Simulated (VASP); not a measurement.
# TiAl3Ni2 (P-3m1) in VASP: notebook, part 2 of 2

VASP 6.6.1.

## 3. Single point, PBE (12.89 Å³/atom)

This run uses another cell than the first one, of 12.89 Å³/atom.

INCAR reads:

```
ALGO = Fast
EDIFF = 1E-6
ENCUT = 520
GGA = PE
ISIF = 2
ISMEAR = 0
LASPH = T
LCHARG = F
LREAL = F
LWAVE = F
NBANDS = 30
NELM = 100
PREC = Accurate
SIGMA = 0.1
```

KPOINTS reads:

```
k-points
0
Gamma
  12 12 8
```

POSCAR reads:

```
TiAl3Ni2
1.0
    4.1054055003      0.0000000283      0.0000000000
   -2.0527027747      3.5553854419      0.0000000000
    0.0000000000      0.0000000000      5.2981481052
Ti Al Ni
1 3 2
Direct
    0.0000000000      0.0000000000      0.5000000000
    0.3333333333      0.6666666667      0.2524705363
    0.6666666667      0.3333333333      0.7475294637
    0.0000000000      0.0000000000      0.0000000000
    0.3333333333      0.6666666667      0.7557327479
    0.6666666667      0.3333333333      0.2442672521
```

Potentials or basis: VASP PAW PBE potentials, release 64 (Ti_sv, Al, Ni).

On the command line:

```console
$ cat potpaw_PBE.64/Ti_sv/POTCAR potpaw_PBE.64/Al/POTCAR potpaw_PBE.64/Ni/POTCAR > POTCAR
$ mpirun -np 1 vasp_std > vasp.out
```

OUTCAR:

```text
EDIFF = 1E-6
   ENCUT = 520
   GGA = PE
   ISIF = 2
   ISMEAR = 0
   LASPH = T
   LREAL = F
   NELM = 100
   PREC = Accurate

 ion  position               nearest neighbor table
   1  0.000  0.000  0.500-   4 2.65   4 2.65   2 2.71   3 2.71   2 2.71   3 2.71   3 2.71   2 2.71
                             6 2.73   5 2.73   6 2.73   5 2.73   6 2.73   5 2.73
   2  0.333  0.667  0.252-   6 2.37   6 2.37   6 2.37   5 2.63   5 2.67   1 2.71   1 2.71   1 2.71
                             4 2.72   4 2.72   4 2.72
   3  0.667  0.333  0.748-   5 2.37   5 2.37   5 2.37   6 2.63   6 2.67   1 2.71   1 2.71   1 2.71
                             4 2.72   4 2.72   4 2.72
   4  0.000  0.000  0.000-   1 2.65   1 2.65   6 2.70   5 2.70   5 2.70   6 2.70   6 2.70   5 2.70
                             3 2.72   2 2.72   2 2.72   3 2.72   2 2.72   3 2.72
   5  0.333  0.667  0.756-   3 2.37   3 2.37   3 2.37   2 2.63   2 2.67   4 2.70   4 2.70   4 2.70
                             1 2.73   1 2.73   1 2.73
   6  0.667  0.333  0.244-   2 2.37   2 2.37   2 2.37   3 2.63   3 2.67   4 2.70   4 2.70   4 2.70
                             1 2.73   1 2.73   1 2.73

  LATTYP: Found a hexagonal cell.
 ALAT       =     4.1054055003
 C/A-ratio  =     1.2905297917

  Lattice vectors:

 A1 = (   4.1054055003,   0.0000000283,   0.0000000000)
 A2 = (  -2.0527027747,   3.5553854419,   0.0000000000)
 A3 = (   0.0000000000,   0.0000000000,   5.2981481052)

Analysis of symmetry for initial positions (statically):
=====================================================================
 Subroutine PRICEL returns:
 Original cell was already a primitive cell.

 Routine SETGRP: Setting up the symmetry group for a
 hexagonal supercell.

 Subroutine GETGRP returns: Found 12 space group operations
 (whereof 12 operations were pure point group operations)
 out of a pool of 24 trial point group operations.

The static configuration has the point symmetry D_3d.

Analysis of symmetry for dynamics (positions and initial velocities):
=====================================================================
 Subroutine PRICEL returns:
 Original cell was already a primitive cell.

 Routine SETGRP: Setting up the symmetry group for a
 hexagonal supercell.

 Subroutine GETGRP returns: Found 12 space group operations
 (whereof 12 operations were pure point group operations)
 out of a pool of 24 trial point group operations.

The dynamic configuration has the point symmetry D_3d.

 Subroutine INISYM returns: Found 12 space group operations
 (whereof 12 operations are pure point group operations),
 and found     1 'primitive' translations

----------------------------------------------------------------------------------------

                                     Primitive cell

  volume of cell :      77.3334

  direct lattice vectors                    reciprocal lattice vectors
     4.105405500  0.000000028  0.000000000     0.243581297  0.140631730  0.000000000
    -2.052702775  3.555385442  0.000000000    -0.000000002  0.281263456  0.000000000
     0.000000000  0.000000000  5.298148105     0.000000000  0.000000000  0.188745196

  length of vectors
     4.105405500  4.105405500  5.298148105     0.281263456  0.281263456  0.188745196

  position of ions in fractional coordinates (direct lattice)
[... 47 lines left out ...]
  0.250000  0.000000  0.000000      6.000000
  0.333333  0.000000  0.000000      6.000000
  0.416667  0.000000  0.000000      6.000000
[... 16 lines left out ...]
  0.166667  0.000000  0.125000      6.000000
  0.000000  0.166667  0.125000      6.000000
 [... further k-points ...]
   k-points           NKPTS =    131   k-points in BZ     NKDIM =    131   number of bands    NBANDS=     30
   number of dos      NEDOS =    301   number of ions     NIONS =      6
   total plane-waves  NPLWV =  40960
   dimension x,y,z NGX =    32 NGY =   32 NGZ =   40
   dimension x,y,z NGXF=    64 NGYF=   64 NGZF=   80
   ions per type =               1   3   2
   NGX,Y,Z   is equivalent  to a cutoff of  12.96, 12.96, 12.55 a.u.
   NGXF,Y,Z  is equivalent  to a cutoff of  25.92, 25.92, 25.10 a.u.
 SYSTEM =  unknown system
   PREC   = accura    normal or accurate (medium, high low for compatibility)
   ISTART =      0    job   : 0-new  1-cont  2-samecut
   ICHARG =      2    charge: 1-file 2-atom 10-const
   ISPIN  =      1    spin polarized calculation?
   LNONCOLLINEAR =      F non collinear calculations
   LSORBIT =      F    spin-orbit coupling
   LASPH  =      T    aspherical Exc in radial PAW
   ENCUT  =  520.0 eV  38.22 Ry    6.18 a.u.   7.63  7.63  9.85*2*pi/ulx,y,z
   NELM   =    100;   NELMIN=  2; NELMDL= -5     # of ELM steps
   EDIFF  = 0.1E-05   stopping-criterion for ELM
   LREAL  =      F    real-space projection
   EDIFFG = 0.1E-04   stopping-criterion for IOM
   NSW    =      0    number of steps for IOM
   IBRION =     -1    ionic relax: 0-MD 1-quasi-New 2-CG
   NFREE  =      0    steps in history (QN), initial steepest desc. (CG)
   ISIF   =      2    stress and relaxation
   ISYM   =      2    0-nonsym 1-usesym 2-fastsym
   POTIM  = 0.5000    time-step for ionic-motion
   TEBEG  =    0.0;   TEEND  =   0.0 temperature during run
   PSTRESS=    0.0 pullay stress
   NELECT =      41.0000    total number of electrons
   NUPDOWN=      -1.0000    fix difference up-down
   EMIN   =  10.00;   EMAX   =-10.00  energy-range for DOS
   EFERMI =   0.00;   METHOD = LEGACY
   ISMEAR =     0;   SIGMA  =   0.10  broadening in eV -4-tet -1-fermi 0-gaus
   EFERMI_NEDOS =   21; number of points for ismear=-14 and -15
   IALGO  =     68    algorithm
   IMIX   =      4    mixing-type and parameters
     AMIX     =   0.40;   BMIX     =  1.00
     AMIX_MAG =   1.60;   BMIX_MAG =  1.00
  volume/ion in A,a.u.               =      12.89        86.98
  Fermi-wavevector in a.u.,A,eV,Ry     =   1.324994  2.503875 23.886503  1.755608
  Thomas-Fermi vector in A             =   2.454487
   LORBIT       =      0    0 simple, 1 ext, 2 COOP (PROOUT), +10 PAW based schemes
   GGA     = PE    functional components
   LHFCALC =     F    Hartree Fock is set to
   AEXX    =    0.0000 exact exchange contribution
   IVDW    =     0    specifies the selected vdW correction
   LEPSILON=     F    determine dielectric tensor
   LRPA    =     F    only Hartree local field effects (RPA)
 non-spin polarized calculation
 RMM-DIIS sequential band-by-band and
 Gauss-broadening in eV      SIGMA  =   0.10
  energy-cutoff  :      520.00
  volume of cell :       77.33
 maximum number of plane-waves:      2125
 NGX is ok and might be reduce to    32
   NGX = 15   NGY = 15   NGZ = 19

 number of electron      41.0000015 magnetization

 Free energy of the ion-electron system (eV)
  ---------------------------------------------------
  ext. energy  EPLUGINS =         0.00000000
  ---------------------------------------------------
  free energy    TOTEN  =       -32.93446250 eV

  energy without entropy =      -32.91818964  energy(sigma->0) =      -32.92632607

 E-fermi :   9.8110     XC(G=0): -11.8172

 val. band max:        9.8040753153   @ k =   0.3333   0.0833   0.2500
 cond. band min:       9.8155089444   @ k =  -0.0833   0.3333   0.3750
 fundamental gap:      0.0114336292
 Fermi energy:         9.8110493875

 k-point     1 :       0.0000    0.0000    0.0000
  band No.  band energies     occupation
      1     -46.9613      2.00000
      2     -23.2935      2.00000
      3     -23.2935      2.00000
      4     -23.1875      2.00000
      5      -0.7974      2.00000
      6       3.8054      2.00000
[... 781 lines left out ...]
     29      14.9374      0.00000
     30      15.3232      0.00000

 [... further k-points ...]

------------------------ aborting loop because EDIFF is reached ----------------------------------------

  FORCE on cell =-STRESS in cart. coord.  units (eV):
  Direction    XX          YY          ZZ          XY          YZ          ZX
  --------------------------------------------------------------------------------------
  -------------------------------------------------------------------------------------
  Total        4.6003527      4.6003527      4.5782877     -0.0000000      0.0000000      0.0000000
  in kB       95.3092084     95.3092084     94.8520708     -0.0000000      0.0000000      0.0000000
  external PRESSURE =      95.1568292 kB  Pullay stress =       0.0000000 kB

 VOLUME and BASIS-vectors are now :
 -----------------------------------------------------------------------------
  energy-cutoff  :      520.00
  volume of cell :       77.33
      direct lattice vectors                 reciprocal lattice vectors
     4.105405500  0.000000028  0.000000000     0.243581297  0.140631730  0.000000000
    -2.052702775  3.555385442  0.000000000    -0.000000002  0.281263456  0.000000000
     0.000000000  0.000000000  5.298148105     0.000000000  0.000000000  0.188745196

 POSITION                                       TOTAL-FORCE (eV/Angst)
 -----------------------------------------------------------------------------------
      0.00000      0.00000      2.64907         0.000000     -0.000000      0.000000
     -0.00000      2.37026      1.33763        -0.000000      0.000000      0.015082
      2.05270      1.18513      3.96052        -0.000000     -0.000000     -0.015082
      0.00000      0.00000      0.00000         0.000000     -0.000000      0.000000
     -0.00000      2.37026      4.00398        -0.000000     -0.000000      0.009382
      2.05270      1.18513      1.29416         0.000000      0.000000     -0.009382
 -----------------------------------------------------------------------------------
    total drift:                               -0.000000      0.000000     -0.000000

  FREE ENERGIE OF THE ION-ELECTRON SYSTEM (eV)
  ---------------------------------------------------
  free  energy   TOTEN  =       -32.9344624983 eV

  energy  without entropy=      -32.9181896402  energy(sigma->0) =      -32.92632607
```

It took 3.6 min on 1 thread of Intel Xeon 6975P-C (Granite Rapids), shared host; peak memory 0.41 GiB.

What came out:

| Property | Result |
| --- | --- |
| Free energy | -32.9345 eV |
| Pressure | 9.5 GPa |
| Largest force | 0.015 eV/Å |
| Band gap on the k mesh | zero (an odd number of electrons rules out a gap without spin polarisation) |

Forces on the atoms (eV/Å):
```
Ti   0.000  0.000  0.000
Al   0.000  0.000  0.015
Al   0.000  0.000 -0.015
Al   0.000  0.000  0.000
Ni   0.000  0.000  0.009
Ni   0.000  0.000 -0.009
```

Caveat: the cell stands under pressure.
